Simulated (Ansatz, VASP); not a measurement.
# One calculation of Pd, two programs

```
Pd
1.0
     0.00000    1.92545    1.94490
     1.92545    0.00000    1.94490
     1.92545    1.92545    0.00000
Pd
1
Direct
  0.00000 0.00000 0.00000
```

Change from the starting cell: equal xx and yy strain of -1 %.

Alike in both runs: task single point; functional PBEsol; k mesh 18 × 18 × 18; occupations fermi-dirac, width 0.05 eV; no spin polarisation.

|  | VASP | Ansatz |
| --- | --- | --- |
| version | VASP 6.6.1 | Ansatz 0.2.0 |
| potentials or method | VASP PAW PBE potentials, release 64 (Pd), cutoff 520 eV | all-electron LAPW, scalar-relativistic |

```tsv
	VASP	Ansatz	Ansatz less VASP
pressure (GPa)	1.5	1.8	+0.31
traceless stress, the component that is largest in VASP (GPa)	-0.47	-0.47	-0.004
```

VASP's potentials were made for PBE, not for PBEsol. Ansatz ran all-electron here, and VASP with PAW potentials.
